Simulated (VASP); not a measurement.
Wanted: the native input for a VASP 6.6.1 run.

* Task: single point
* Functional: PBE-based screened hybrid with 25 % exact exchange
* Potentials or basis: VASP PAW PBE potentials, release 64 (In_d, P)
* Cutoff: 520 eV
* k mesh: 4 × 4 × 4
* Occupations: fermi-dirac, width 0.05 eV
* Spin: no spin polarisation
* Dipole correction: no
* Grid for exact exchange (PRECFOCK): Normal
* Share of exact exchange: 0.25
* Further INCAR settings: ALGO = Normal; EDIFF = 1e-06; NBANDS = 16
* Screening parameter: 0.4 1/Å

The system is InP.

```xyz
2
Lattice="0.0000 2.7688 2.7688 2.7688 0.0000 2.7688 2.7688 2.7688 0.0000" Properties=species:S:1:pos:R:3 pbc="T T T"
In    0.0000    0.0000    0.0000
P     2.7688    2.7688    2.7688
```

These files were run (other wordings do the same):

POSCAR

```
InP
1.0
    0.0000000000      2.7688340000      2.7688340000
    2.7688340000      0.0000000000      2.7688340000
    2.7688340000      2.7688340000      0.0000000000
In P
1 1
Direct
    0.0000000000      0.0000000000      0.0000000000
    0.5000000000      0.5000000000      0.5000000000
```

INCAR.step1

```
SYSTEM = InP
  PREC = Accurate
  ENCUT = 520
  EDIFF = 1E-5
  ISMEAR = -1
  SIGMA = 0.05
  LREAL = .FALSE.
  LASPH = .TRUE.
  NELM = 80
  ALGO = Normal
  ISIF = 2
  LWAVE = .TRUE.
  NBANDS = 16
  GGA = PE
```

INCAR.step2

```
SYSTEM = InP
  PREC = Accurate
  ENCUT = 520
  EDIFF = 1E-6
  ISMEAR = -1
  SIGMA = 0.05
  LREAL = .FALSE.
  LASPH = .TRUE.
  NELM = 80
  ALGO = Normal
  ISIF = 2
  LWAVE = .FALSE.
  LCHARG = .TRUE.
  GGA = PE
  LHFCALC = .TRUE.
  AEXX = 0.25
  HFSCREEN = 0.4
  PRECFOCK = Normal
  LELF = .TRUE.
  LVHAR = .TRUE.
  NBANDS = 16
  ISTART = 1
```

KPOINTS

```
Automatic mesh
0
G
  4 4 4
  0 0 0
```

Potentials or basis: VASP PAW PBE potentials, release 64 (In_d, P).

Launch:

```console
$ cat potpaw_PBE.64/In_d/POTCAR potpaw_PBE.64/P/POTCAR > POTCAR
$ cp INCAR.step1 INCAR
$ mpirun -np 1 vasp_std > vasp.out
$ cp INCAR.step2 INCAR
$ mpirun -np 1 vasp_std > vasp.out
```

Results of the run:

```
Pressure               : -1.8 GPa
Band gap on the k mesh : zero (bands 9 and 10 overlap by 2.63 eV)
```

Caveat: the k points lie up to 0.49 Å⁻¹ apart, too coarse for converged energies and pressures of a metal; the PAW data sets were made with another functional, which shifts forces and pressure a little; spin-orbit coupling is left out, which moves the levels of the heavy elements.

It took 5.8 min on 1 thread of Intel(R) Xeon(R) Platinum 8259CL CPU @ 2.50GHz (Skylake/Cascade Lake), on a shared host, peak memory 0.27 GiB.
